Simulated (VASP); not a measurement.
A run of VASP 6.6.1 is set up as follows.

File INCAR:

```
SYSTEM = Li3SiN2
ALGO = Normal ; EDIFF = 1E-6
ENCUT = 520 ; GGA = PE
ISIF = 2 ; ISMEAR = 0
LASPH = .TRUE. ; LCHARG = .FALSE.
LREAL = .FALSE. ; LWAVE = .FALSE.
NBANDS = 20 ; NELM = 60
PREC = Accurate ; SIGMA = 0.1
```

File KPOINTS:

```
k-points
0
G
  6 6 4
  0 0 0
```

POSCAR

```
Li3SiN2
1.0
    3.0649705069      0.0000000000      0.0000000000
    0.0000000000      3.0649705069      0.0000000000
    0.0000000000      0.0000000000      7.1215547020
Li Si N
3 1 2
Direct
    0.0000000000      0.0000000000      0.8021678316
    0.0000000000      0.0000000000      0.1978321684
    0.0000000000      0.0000000000      0.5000000000
    0.5000000000      0.5000000000      0.0000000000
    0.5000000000      0.5000000000      0.2362147772
    0.5000000000      0.5000000000      0.7637852228
```

Potentials or basis: VASP PAW PBE potentials, release 64 (Li_sv, Si, N).

Command:

```bash
$ cat potpaw_PBE.64/Li_sv/POTCAR potpaw_PBE.64/Si/POTCAR potpaw_PBE.64/N/POTCAR > POTCAR
$ mpirun -np 1 vasp_std > vasp.out
```

Estimate the largest force.

0.022 eV/Å.

Forces in eV/Å, atoms in the order of the input:
```
Li   0.000  0.000  0.008
Li   0.000  0.000 -0.008
Li   0.000  0.000  0.000
Si   0.000  0.000  0.000
N    0.000  0.000  0.022
N    0.000  0.000 -0.022
```
